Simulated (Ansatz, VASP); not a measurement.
**FeSi in VASP and in Ansatz**

```xyz
8
Lattice="4.2625 0.0000 0.0000 0.0000 4.2625 0.0000 0.0000 0.0000 4.2625" Properties=species:S:1:pos:R:3 pbc="T T T"
Fe    0.5950    0.5950    0.5950
Fe    1.5362    3.6674    2.7263
Fe    2.7263    1.5362    3.6674
Fe    3.6674    2.7263    1.5362
Si    3.5905    3.5905    3.5905
Si    2.8033    0.6720    1.4592
Si    1.4592    2.8033    0.6720
Si    0.6720    1.4592    2.8033
```

Alike in both runs: task relaxation of the atoms; functional PBE; k mesh 8 × 8 × 8; occupations gaussian, width 0.01 eV; no spin polarisation.

|  | VASP | Ansatz |
| --- | --- | --- |
| version | VASP 6.6.1 | Ansatz 0.2.0 |
| potentials or method | VASP PAW PBE potentials, release 64 (Fe, Si), cutoff 520 eV | scalar-relativistic, plane waves, PAW |
| valence electrons in the cell | 48 | 80 |

VASP gave:

```
gap on the k mesh at the Fermi level, each at its own relaxed structure (eV) : 0.15
```

**Question.** Which values does Ansatz return?

**Answer.** gap on the k mesh at the Fermi level, each at its own relaxed structure (eV): 0.16.

VASP's potentials hold 48 valence electrons a cell and Ansatz's 80, so a difference there can come from the potentials and not from the codes. Ansatz's warnings: stress scf threshold loose.
